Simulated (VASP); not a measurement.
A run of VASP 6.6.1 is set up as follows.

The input POSCAR:

```
Sr
1.0
    0.0000000000      3.0336031300      3.0336031300
    3.0336031300      0.0000000000      3.0336031300
    3.0336031300      3.0336031300      0.0000000000
Sr
1
Direct
    0.0000000000      0.0000000000      0.0000000000
```

INCAR.step1

```
SYSTEM = Sr
PREC = Accurate ; ENCUT = 600
ISMEAR = 0 ; SIGMA = 0.1
LREAL = .False. ; LASPH = .True.
NELM = 60 ; GGA = PE
ALGO = Normal ; EDIFF = 1E-4
LWAVE = .True. ; LCHARG = .False.
```

The input INCAR.step2:

```
SYSTEM = Sr
PREC = Accurate ; ENCUT = 600
EDIFF = 1E-7 ; ISMEAR = 0
SIGMA = 0.1 ; LREAL = .False.
LASPH = .True. ; NELM = 60
ALGO = Normal ; ISIF = 3
LWAVE = .False. ; LCHARG = .False.
METAGGA = R2SCAN ; LMIXTAU = .True.
IBRION = 2 ; NSW = 100
EDIFFG = -0.002 ; ISTART = 1
```

File KPOINTS:

```
Automatic mesh
0
Gamma
  12 12 12
  0 0 0
```

Potentials or basis: VASP PAW PBE potentials, release 64 (Sr_sv).

Run with:

```sh
$ cat potpaw_PBE.64/Sr_sv/POTCAR > POTCAR
$ cp INCAR.step1 INCAR
$ mpirun -np 1 vasp_std > vasp.out
$ cp INCAR.step2 INCAR
$ mpirun -np 1 vasp_std > vasp.out
```

(1) Estimate the band gap on the k mesh.

(2) Estimate the space group after relaxing (to 0.1 Å).

(3) Predict the relaxed cell.

Answers

(1) zero (bands 5 and 6 overlap by 0.19 eV).

(2) Fm-3m (No. 225).

(3) a = 4.315 Å, b = 4.315 Å, c = 4.315 Å, α = 60.00°, β = 60.00°, γ = 60.00°.
